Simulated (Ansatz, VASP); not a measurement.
# One calculation of HgTe, two programs

```
CELL_PARAMETERS angstrom
0.00000 3.32480 3.32480
3.32480 0.00000 3.32480
3.32480 3.32480 0.00000
ATOMIC_POSITIONS crystal
Hg 0.00000 0.00000 0.00000
Te 0.75000 0.75000 0.75000
```

Alike in both runs: task relaxation of cell and atoms; functional PBE; k mesh 12 × 12 × 12; occupations fermi-dirac, width 0.15 eV; no spin polarisation.

|  | VASP | Ansatz |
| --- | --- | --- |
| version | VASP 6.6.1 | Ansatz 0.2.0 |
| potentials or method | VASP PAW PBE potentials, release 64 (Hg, Te), cutoff 600 eV | scalar-relativistic, plane waves, PAW |
| valence electrons in the cell | 18 | 36 |

Ansatz gave:

* gap on the k mesh at the Fermi level, each at its own relaxed structure (eV): none
* relaxed volume (Å³/atom): 36.81
* relaxed cell length with the largest relative difference (Å): 4.704

Q: Which values does VASP return?

A: gap on the k mesh at the Fermi level, each at its own relaxed structure (eV): none; relaxed volume (Å³/atom): 36.87; relaxed cell length with the largest relative difference (Å): 4.707.

A gap of «none» marks a metal or a gap that the smearing closes. VASP's potentials hold 18 valence electrons a cell and Ansatz's 36, so a difference there can come from the potentials and not from the codes.

Neither program's run includes spin-orbit coupling.
